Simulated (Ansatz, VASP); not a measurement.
# TiC in VASP and in Ansatz

INCAR

```
SYSTEM = TiC
PREC = Accurate
ENCUT = 520
EDIFF = 1E-8
ISMEAR = -1
SIGMA = 0.03
LREAL = .False.
LASPH = .True.
NELM = 60
ALGO = Normal
ISIF = 2
LWAVE = .False.
LCHARG = .False.
GGA = PE
LEFG = .True.
NBANDS = 15
```

KPOINTS

```
Automatic mesh
0
Gamma
  14 14 14
  0 0 0
```

POSCAR

```
TiC
1.0
    0.0000000000      2.1804149002      2.1315400000
    2.1804149002      0.0000000000      2.1315400000
    2.1804149002      2.1804149002      0.0000000000
Ti C
1 1
Direct
    0.0000000000      0.0000000000      0.0000000000
    0.5000000000      0.5000000000      0.5000000000
```

Input for Ansatz:

```yaml
crystal:
  lattice:
    - [0.0, 2.1804149002, 2.13154]
    - [2.1804149002, 0.0, 2.13154]
    - [2.1804149002, 2.1804149002, 0.0]
  atoms:
    - { symbol: Ti, position: [0.0, 0.0, 0.0] }
    - { symbol: C, position: [0.5, 0.5, 0.5] }
kpoints:
  mp_grid: { grid: [14, 14, 14] }
scf:
  occupations: { method: fermi_dirac, width: 0.03 }
hamiltonian:
  xc: pbe
  pseudopotentials: { kind: paw }
output:
  forces: true
  stress: true
  eigenvalues: true
  efg: { contact_densities: true }
```

Change from the starting cell: z stretched by -1.5 % at fixed volume, PAW files.

Alike in both runs: task electric field gradients; functional PBE; k mesh 14 × 14 × 14; occupations fermi-dirac, width 0.03 eV; no spin polarisation.

```csv
,VASP,Ansatz
version,VASP 6.6.1,Ansatz 0.2.0
potentials or method,"VASP PAW PBE potentials, release 64 (Ti_sv, C)","PAW with Ansatz's default frozen-core files, scalar-relativistic"
plane-wave cutoff (eV),520,420
valence electrons in the cell,16,16
```

|  | VASP | Ansatz | Ansatz less VASP |
| --- | --- | --- | --- |
| pressure (GPa) | 1.3 | 1.1 | -0.21 |
| traceless stress, the component that is largest in VASP (GPa) | 6.16 | 6.11 | -0.044 |
| size of Vzz on the site where it differs most (V/Å²) | 17.9 | 19.2 | +1.26 |
